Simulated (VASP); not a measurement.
A run of VASP 6.6.1 is set up as follows.

The input INCAR:

```
SYSTEM = TiAl
PREC = Accurate
ENCUT = 520
EDIFF = 1E-6
ISMEAR = 0
SIGMA = 0.15
LREAL = .FALSE.
LASPH = .TRUE.
NELM = 60
ALGO = Fast
ISIF = 2
LWAVE = .FALSE.
LCHARG = .FALSE.
GGA = PE
NBANDS = 14
```

KPOINTS

```
regular mesh
0
G
  21 21 12
  0 0 0
```

Contents of POSCAR:

```
TiAl
1.0
    2.6981970652      0.0000000000      0.0000000000
   -1.3490985326      2.3367072029      0.0000000000
    0.0000000000      0.0000000000      5.2826935789
Ti Al
1 1
Direct
    0.0000000000      0.0000000000      0.0000000000
    0.3333333333      0.6666666667      0.5000000000
```

Potentials or basis: VASP PAW PBE potentials, release 64 (Ti_sv, Al).

Run with:

```bash
$ cat potpaw_PBE.64/Ti_sv/POTCAR potpaw_PBE.64/Al/POTCAR > POTCAR
$ mpirun -np 1 vasp_std > vasp.out
```

Problem. What does it give for the pressure?

Solution. 2.1 GPa.

Problem. What does it give for the band gap on the k mesh?

Solution. Zero (an odd number of electrons rules out a gap without spin polarisation).

Stress tensor (GPa, compression positive):
```
 12.99   0.00   0.00
  0.00  12.99   0.00
  0.00   0.00 -19.62
```
